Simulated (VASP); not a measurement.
# Sn2Pb in VASP: a series of runs

Sn2Pb is run at these levels: PBE; tasks: single point, relaxation of cell and atoms.

Program: VASP 6.6.1. These are calculated values, not measurements. Logs are shortened: lines on timing, memory, paths and dates and some standing lists are left out, and cuts for length are marked.

### Step 1. The cell of the first run

Symmetry: P6/mmm, No. 191, hexagonal system. Conventional cell: a = 5.735 Å, b = 5.735 Å, c = 3.150 Å, α = 90.00°, β = 90.00°, γ = 120.00°. Within 4.1 Å of Sn (site symmetry -6m2) lie 5 Sn at 3.15 to 3.31 Å and 3 Pb at 3.31 Å. Within 4.1 Å of Pb (site symmetry 6/mmm) lie 2 Pb at 3.15 Å and 6 Sn at 3.31 Å.

### Step 2. Single point, PBE

The input, INCAR:

```
SYSTEM = Sn2Pb
PREC = Accurate
ENCUT = 520
EDIFF = 1E-6
ISMEAR = 0
SIGMA = 0.1
LREAL = .False.
LASPH = .True.
NELM = 100
ALGO = Fast
ISIF = 2
LWAVE = .False.
LCHARG = .False.
GGA = PE
NBANDS = 28
```

The input, KPOINTS:

```
Automatic mesh
0
Gamma
  6 6 12
  0 0 0
```

The input, POSCAR:

```
Sn2Pb
1.0
    5.7349275554      0.0000000000      0.0000000000
   -2.8674637777      4.9665929518      0.0000000000
    0.0000000000      0.0000000000      3.1502810963
Sn Pb
2 1
Direct
    0.3333333333      0.6666666667      0.0000000000
    0.6666666667      0.3333333333      0.0000000000
    0.0000000000      0.0000000000      0.0000000000
```

Potentials or basis: VASP PAW PBE potentials, release 64 (Sn_d, Pb_d).

Started as:

```sh
> cat potpaw_PBE.64/Sn_d/POTCAR potpaw_PBE.64/Pb_d/POTCAR > POTCAR
> mpirun -np 1 vasp_std > vasp.out
```

OUTCAR:

```text
SYSTEM = Sn2Pb
   PREC = Accurate
   ENCUT = 520
   EDIFF = 1E-6
   ISMEAR = 0
   LREAL = .False.
   LASPH = .True.
   NELM = 100
   ISIF = 2
   GGA = PE

 ion  position               nearest neighbor table
   1  0.333  0.667  0.000-   2 3.31   3 3.31   2 3.31   3 3.31   3 3.31   2 3.31
   2  0.667  0.333  0.000-   1 3.31   3 3.31   1 3.31   3 3.31   3 3.31   1 3.31
   3  0.000  0.000  0.000-   1 3.31   2 3.31   1 3.31   2 3.31   2 3.31   1 3.31

  LATTYP: Found a hexagonal cell.
 ALAT       =     5.7349275554
 C/A-ratio  =     0.5493148895

  Lattice vectors:

 A1 = (   5.7349275554,   0.0000000000,   0.0000000000)
 A2 = (  -2.8674637777,   4.9665929518,   0.0000000000)
 A3 = (   0.0000000000,   0.0000000000,   3.1502810963)

Analysis of symmetry for initial positions (statically):
[... 6 lines left out ...]

 Subroutine GETGRP returns: Found 24 space group operations
 (whereof 24 operations were pure point group operations)
 out of a pool of 24 trial point group operations.

The static configuration has the point symmetry D_6h.

Analysis of symmetry for dynamics (positions and initial velocities):
[... 6 lines left out ...]

 Subroutine GETGRP returns: Found 24 space group operations
 (whereof 24 operations were pure point group operations)
 out of a pool of 24 trial point group operations.

The dynamic configuration has the point symmetry D_6h.

 Subroutine INISYM returns: Found 24 space group operations
 (whereof 24 operations are pure point group operations),
 and found     1 'primitive' translations

----------------------------------------------------------------------------------------

                                     Primitive cell

  volume of cell :      89.7296

  direct lattice vectors                    reciprocal lattice vectors
     5.734927555  0.000000000  0.000000000     0.174370119  0.100672635  0.000000000
    -2.867463778  4.966592952  0.000000000     0.000000000  0.201345270  0.000000000
     0.000000000  0.000000000  3.150281096     0.000000000  0.000000000  0.317431991

  length of vectors
     5.734927555  5.734927555  3.150281096     0.201345270  0.201345270  0.317431991

  position of ions in fractional coordinates (direct lattice)
     0.333333333  0.666666667  0.000000000
     0.666666667  0.333333333  0.000000000
     0.000000000  0.000000000  0.000000000

  ion indices of the primitive-cell ions
   primitive index   ion index
                 1           1
                 2           2
[... 63 lines left out ...]
 SYSTEM =  Sn2Pb
   PREC   = accura    normal or accurate (medium, high low for compatibility)
   ISTART =      0    job   : 0-new  1-cont  2-samecut
   ICHARG =      2    charge: 1-file 2-atom 10-const
   ISPIN  =      1    spin polarized calculation?
   LNONCOLLINEAR =      F non collinear calculations
   LSORBIT =      F    spin-orbit coupling
   LASPH  =      T    aspherical Exc in radial PAW
   ENCUT  =  520.0 eV  38.22 Ry    6.18 a.u.  10.66 10.66  5.86*2*pi/ulx,y,z
   NELM   =    100;   NELMIN=  2; NELMDL= -5     # of ELM steps
   EDIFF  = 0.1E-05   stopping-criterion for ELM
   LREAL  =      F    real-space projection
   EDIFFG = 0.1E-04   stopping-criterion for IOM
   NSW    =      0    number of steps for IOM
   IBRION =     -1    ionic relax: 0-MD 1-quasi-New 2-CG
   NFREE  =      0    steps in history (QN), initial steepest desc. (CG)
   ISIF   =      2    stress and relaxation
   ISYM   =      2    0-nonsym 1-usesym 2-fastsym
   POTIM  = 0.5000    time-step for ionic-motion
   TEBEG  =    0.0;   TEEND  =   0.0 temperature during run
   PSTRESS=    0.0 pullay stress
   NELECT =      42.0000    total number of electrons
   NUPDOWN=      -1.0000    fix difference up-down
   EMIN   =  10.00;   EMAX   =-10.00  energy-range for DOS
   EFERMI =   0.00;   METHOD = LEGACY
   ISMEAR =     0;   SIGMA  =   0.10  broadening in eV -4-tet -1-fermi 0-gaus
   EFERMI_NEDOS =   21; number of points for ismear=-14 and -15
   IALGO  =     68    algorithm
   IMIX   =      4    mixing-type and parameters
     AMIX     =   0.40;   BMIX     =  1.00
     AMIX_MAG =   1.60;   BMIX_MAG =  1.00
  volume/ion in A,a.u.               =      29.91       201.84
  Fermi-wavevector in a.u.,A,eV,Ry     =   1.271099  2.402029 21.982828  1.615692
  Thomas-Fermi vector in A             =   2.404050
   LORBIT       =      0    0 simple, 1 ext, 2 COOP (PROOUT), +10 PAW based schemes
   GGA     = PE    functional components
   LHFCALC =     F    Hartree Fock is set to
   AEXX    =    0.0000 exact exchange contribution
   IVDW    =     0    specifies the selected vdW correction
   LEPSILON=     F    determine dielectric tensor
   LRPA    =     F    only Hartree local field effects (RPA)
 non-spin polarized calculation
 RMM-DIIS sequential band-by-band and
 Gauss-broadening in eV      SIGMA  =   0.10
  energy-cutoff  :      520.00
  volume of cell :       89.73
 maximum number of plane-waves:      2442
 NGX is ok and might be reduce to    48
   NGX = 21   NGY = 21   NGZ = 11

 number of electron      41.9999997 magnetization

 Free energy of the ion-electron system (eV)
  ---------------------------------------------------
  ext. energy  EPLUGINS =         0.00000000
  ---------------------------------------------------
  free energy    TOTEN  =       -11.08678364 eV

  energy without entropy =      -11.08435245  energy(sigma->0) =      -11.08556804

 E-fermi :   6.9703     XC(G=0):  -9.9685

 val. band max:        6.9468913334   @ k =   0.1667   0.1667   0.2500
 cond. band min:       7.0216495387   @ k =   0.0000   0.0000   0.4167
 fundamental gap:      0.0747582053
 Fermi energy:         6.9702975452

 k-point     1 :       0.0000    0.0000    0.0000
  band No.  band energies     occupation
      1     -14.5411      2.00000
      2     -14.4746      2.00000
      3     -14.4372      2.00000
      4     -14.4372      2.00000
      5     -14.3865      2.00000
      6     -14.3865      2.00000
[... 733 lines left out ...]
     27      12.2723      0.00000
     28      13.4941      0.00000

 [... further k-points ...]
[... 5 lines left out ...]
  --------------------------------------------------------------------------------------
  -------------------------------------------------------------------------------------
  Total       -0.0542531     -0.0542531     -0.0548641      0.0000000      0.0000000      0.0000000
  in kB       -0.9687220     -0.9687220     -0.9796324      0.0000000      0.0000000      0.0000000
  external PRESSURE =      -0.9723588 kB  Pullay stress =       0.0000000 kB

 VOLUME and BASIS-vectors are now :
 -----------------------------------------------------------------------------
  energy-cutoff  :      520.00
  volume of cell :       89.73
      direct lattice vectors                 reciprocal lattice vectors
     5.734927555  0.000000000  0.000000000     0.174370119  0.100672635  0.000000000
    -2.867463778  4.966592952  0.000000000     0.000000000  0.201345270  0.000000000
     0.000000000  0.000000000  3.150281096     0.000000000  0.000000000  0.317431991

 POSITION                                       TOTAL-FORCE (eV/Angst)
 -----------------------------------------------------------------------------------
     -0.00000      3.31106      0.00000        -0.000000     -0.000000      0.000000
      2.86746      1.65553      0.00000         0.000000      0.000000      0.000000
      0.00000      0.00000      0.00000        -0.000000      0.000000      0.000000
 -----------------------------------------------------------------------------------
    total drift:                               -0.000000      0.000000      0.000000

  FREE ENERGIE OF THE ION-ELECTRON SYSTEM (eV)
  ---------------------------------------------------
  free  energy   TOTEN  =       -11.0867836353 eV

  energy  without entropy=      -11.0843524547  energy(sigma->0) =      -11.08556804
```

stdout:

```text
POSCAR found type information on POSCAR SnPb
 POSCAR found :  2 types and       3 ions
 scaLAPACK will be used
 LDA part: xc-table for (Slater+PW92), standard interpolation
 POSCAR, INCAR and KPOINTS ok, starting setup
 FFT: planning ... GRIDC
 FFT: planning ... GRID_SOFT
 FFT: planning ... GRID
 WAVECAR not read
 entering main loop
```

It took 97 s on 1 thread of Intel Xeon Platinum 8259CL at 2.50GHz (Skylake/Cascade Lake), shared host; peak memory 0.29 GiB.

What came out:

```
Free energy            : -11.0868 eV
Pressure               : -0.1 GPa
Band gap on the k mesh : zero (band 21 reaches 8.09 eV, above the bottom of band 22 at 4.61 eV)
```

Caveat: spin-orbit coupling is left out, which moves the levels of the heavy elements.

### Step 3. Single point, PBE (volume scaled by 1.03, then relaxed in part)

The input, INCAR:

```
SYSTEM = Sn2Pb
ALGO = Fast ; EDIFF = 1E-6
ENCUT = 520 ; GGA = PE
ISIF = 2 ; ISMEAR = 0
LASPH = .True. ; LCHARG = .True.
LELF = .True. ; LREAL = .False.
LVHAR = .True. ; LWAVE = .False.
NBANDS = 28 ; NELM = 60
PREC = Accurate ; SIGMA = 0.1
```

The input, KPOINTS:

```
k-points
0
Gamma
  6 6 12
  0 0 0
```

The input, POSCAR:

```
Sn2Pb
1.0
    5.6061844139      0.0000000000      0.0000000000
   -2.8030922069      4.8550981207      0.0000000000
    0.0000000000      0.0000000000      3.3057090483
Sn Pb
2 1
Direct
    0.3333333333      0.6666666667      0.5000000000
    0.6666666667      0.3333333333      0.5000000000
    0.0000000000      0.0000000000      0.0000000000
```

Potentials or basis: VASP PAW PBE potentials, release 64 (Sn_d, Pb_d).

Started as:

```sh
> cat potpaw_PBE.64/Sn_d/POTCAR potpaw_PBE.64/Pb_d/POTCAR > POTCAR
> mpirun -np 1 vasp_std > vasp.out
```

Wall time 2.3 min (1 thread of Intel Xeon Platinum 8259CL at 2.50GHz (Skylake/Cascade Lake), shared host); peak memory 0.29 GiB.

The run converged. Its results:

```yaml
Free_energy: -11.1559 eV
Pressure: -1.3 GPa
Band_gap_on_the_k_mesh: zero (band 21 reaches 8.27 eV, above the bottom of band 22 at 4.88 eV)
```

Levels at points of the mesh, in eV from the Fermi level:
```csv
k point,band 17,band 18,band 19,band 20,band 21,band 22,band 23,band 24,band 25,band 26
"(0.00, 0.00, 0.00)",-6.82,-5.53,-2.26,-2.26,-2.18,-2.18,3.42,7.01,7.18,7.18
"(0.50, 0.00, 0.00)",-8.83,-6.84,-4.03,0.48,0.93,2.55,2.84,3.70,5.08,5.20
"(0.00, 0.00, 0.50)",-7.52,-3.00,-2.17,-1.06,-0.48,-0.39,-0.39,1.07,1.07,2.13
"(0.50, 0.00, 0.50)",-6.29,-5.54,-3.54,-2.49,-1.63,-1.12,0.49,3.10,3.97,4.48
```

Caveat: spin-orbit coupling is left out, which moves the levels of the heavy elements.

### Step 4. Single point, PBE (volume scaled by 1.06, then relaxed in part)

The input, INCAR:

```
PREC     = Accurate       # precision mode
ENCUT    = 520            # plane-wave cutoff, eV
EDIFF    = 1E-7           # SCF threshold, eV
ISMEAR   = 0              # smearing method
SIGMA    = 0.1            # smearing width, eV
LREAL    = F              # projectors in reciprocal space
LASPH    = T              # aspherical terms in the spheres
NELM     = 60             # most SCF steps
ALGO     = Fast           # electronic algorithm
ISIF     = 2              # what is computed and relaxed
LWAVE    = F              # write WAVECAR
LCHARG   = F              # write CHGCAR
GGA      = PE             # functional
NBANDS   = 28             # bands
```

The input, KPOINTS:

```
regular mesh
0
Gamma
  6 6 12
```

The input, POSCAR:

```
Sn2Pb
1.0
    5.6600933403      0.0000000000      0.0000000000
   -2.8300466701      4.9017846205      0.0000000000
    0.0000000000      0.0000000000      3.3374966623
Sn Pb
2 1
Direct
    0.3333333333      0.6666666667      0.5000000000
    0.6666666667      0.3333333333      0.5000000000
    0.0000000000      0.0000000000      0.0000000000
```

Started as:

```sh
> cat potpaw_PBE.64/Sn_d/POTCAR potpaw_PBE.64/Pb_d/POTCAR > POTCAR
> mpirun -np 1 vasp_std > vasp.out
```

Wall time 3.9 min (1 thread of Intel Xeon Platinum 8259CL at 2.50GHz (Skylake/Cascade Lake), shared host); peak memory 0.28 GiB.

It converged, with:

- Free energy: -11.1261 eV
- Pressure: -2.4 GPa
- Band gap on the k mesh: zero (band 21 reaches 7.89 eV, above the bottom of band 22 at 4.65 eV)

Levels at points of the mesh, in eV from the Fermi level:
```tsv
k point	band 19	band 20	band 21	band 22	band 23	band 24
(0.00, 0.00, 0.00)	-2.17	-2.17	-2.10	-2.10	3.35	6.91
(0.50, 0.00, 0.00)	-3.90	0.43	0.87	2.51	2.80	3.61
(0.00, 0.00, 0.50)	-2.15	-1.05	-0.45	-0.37	-0.37	1.07
(0.50, 0.00, 0.50)	-3.42	-2.46	-1.58	-1.07	0.51	2.99
```

Caveat: spin-orbit coupling is left out, which moves the levels of the heavy elements.

### Step 5. Single point, PBE (volume scaled by 1.10, then relaxed in part)

The input, INCAR:

```
PREC     = Accurate       # precision mode
ENCUT    = 520            # plane-wave cutoff, eV
EDIFF    = 1E-6           # SCF threshold, eV
ISMEAR   = 0              # smearing method
SIGMA    = 0.1            # smearing width, eV
LREAL    = False          # projectors in reciprocal space
LASPH    = True           # aspherical terms in the spheres
NELM     = 80             # most SCF steps
ALGO     = Fast           # electronic algorithm
ISIF     = 2              # what is computed and relaxed
LWAVE    = False          # write WAVECAR
LCHARG   = False          # write CHGCAR
GGA      = PE             # functional
NBANDS   = 28             # bands
```

KPOINTS is that of step 4.

The input, POSCAR:

```
Sn2Pb
1.0
    5.7304122490      0.0000000000      0.0000000000
   -2.8652061245      4.9626825818      0.0000000000
    0.0000000000      0.0000000000      3.3789604879
Sn Pb
2 1
Direct
    0.3333333333      0.6666666667      0.5000000000
    0.6666666667      0.3333333333      0.5000000000
    0.0000000000      0.0000000000      0.0000000000
```

Started as:

```sh
> cat potpaw_PBE.64/Sn_d/POTCAR potpaw_PBE.64/Pb_d/POTCAR > POTCAR
> mpirun -np 1 vasp_std > vasp.out
```

It took 3 min on 1 thread of Intel Xeon Platinum 8259CL at 2.50GHz (Skylake/Cascade Lake), shared host; peak memory 0.31 GiB.

Results (log left out):

| Property | Result |
| --- | --- |
| Free energy | -11.0618 eV |
| Pressure | -3.6 GPa |
| Band gap on the k mesh | zero (band 21 reaches 7.45 eV, above the bottom of band 22 at 4.37 eV) |

Levels at points of the mesh, in eV from the Fermi level:
| k point | band 18 | band 19 | band 20 | band 21 | band 22 | band 23 | band 24 | band 25 |
| --- | --- | --- | --- | --- | --- | --- | --- | --- |
| (0.00, 0.00, 0.00) | -5.56 | -2.07 | -2.07 | -1.99 | -1.99 | 3.26 | 6.65 | 6.65 |
| (0.50, 0.00, 0.00) | -6.77 | -3.73 | 0.36 | 0.79 | 2.45 | 2.74 | 3.49 | 4.78 |
| (0.00, 0.00, 0.50) | -3.32 | -2.14 | -1.05 | -0.41 | -0.33 | -0.33 | 1.06 | 1.06 |
| (0.50, 0.00, 0.50) | -5.47 | -3.27 | -2.42 | -1.51 | -1.02 | 0.54 | 2.86 | 3.72 |

Caveat: spin-orbit coupling is left out, which moves the levels of the heavy elements.

(Part 1 of 2 ends here.)
